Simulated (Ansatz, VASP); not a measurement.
**One calculation of Ag, two programs**

```xyz
2
Lattice="-2.6632 2.6632 1.3922 2.6632 -2.6632 1.3922 2.6632 2.6632 -1.3922" Properties=species:S:1:pos:R:3 pbc="T T T"
Ag    0.0000    0.0000    0.0000
Ag    0.0000    2.6632    0.6961
```

Alike in both runs: functional PBE; k mesh 22 × 22 × 22; occupations gaussian, width 0.1 eV; no spin polarisation.

Ansatz relaxed the structure, and its values are those at the end. VASP's run is a single point on that final structure, the one shown.

|  | VASP | Ansatz |
| --- | --- | --- |
| version | VASP 6.6.1 | Ansatz 0.2.0 |
| potentials or method | VASP PAW PBE potentials, release 64 (Ag), cutoff 520 eV | scalar-relativistic, plane waves, PAW |
| valence electrons in the cell | 22 | 38 |

```csv
,VASP,Ansatz,Ansatz less VASP
gap on the k mesh at the Fermi level (eV),none,none,-
pressure (GPa),0.0,0.0,+0.03
```

A gap of «none» marks a metal or a gap that the smearing closes. VASP's potentials hold 22 valence electrons a cell and Ansatz's 38, so a difference there can come from the potentials and not from the codes.
